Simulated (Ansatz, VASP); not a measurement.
**Ag in VASP and in Ansatz**

```
CELL_PARAMETERS angstrom
0.00000 2.04310 2.04310
2.12482 0.00000 2.04310
2.12482 2.04310 0.00000
ATOMIC_POSITIONS crystal
Ag 0.00000 0.00000 0.00000
```

Change from the starting cell: strain +0.0400 x Voigt [1, 0, 0, 0, 0, 0], atoms carried along.

Alike in both runs: task single point; functional PBEsol; k mesh 20 × 20 × 20; occupations gaussian, width 0.15 eV; no spin polarisation.

|  | VASP | Ansatz |
| --- | --- | --- |
| version | VASP 6.6.1 | Ansatz 0.2.0 |
| potentials or method | VASP PAW PBE potentials, release 64 (Ag), cutoff 520 eV | scalar-relativistic, plane waves, PAW |
| valence electrons in the cell | 11 | 19 |

|  | VASP | Ansatz | Ansatz less VASP |
| --- | --- | --- | --- |
| gap on the k mesh at the Fermi level (eV) | none | none | - |
| pressure (GPa) | -6.3 | -6.2 | +0.14 |
| traceless stress, the component that is largest in VASP (GPa) | -1.02 | -1.03 | -0.004 |

VASP's potentials were made for PBE, not for PBEsol. A gap of «none» marks a metal or a gap that the smearing closes. The functional is the same, so the differences come from potentials, cutoffs and numerics. VASP's potentials hold 11 valence electrons a cell and Ansatz's 19, so a difference there can come from the potentials and not from the codes.
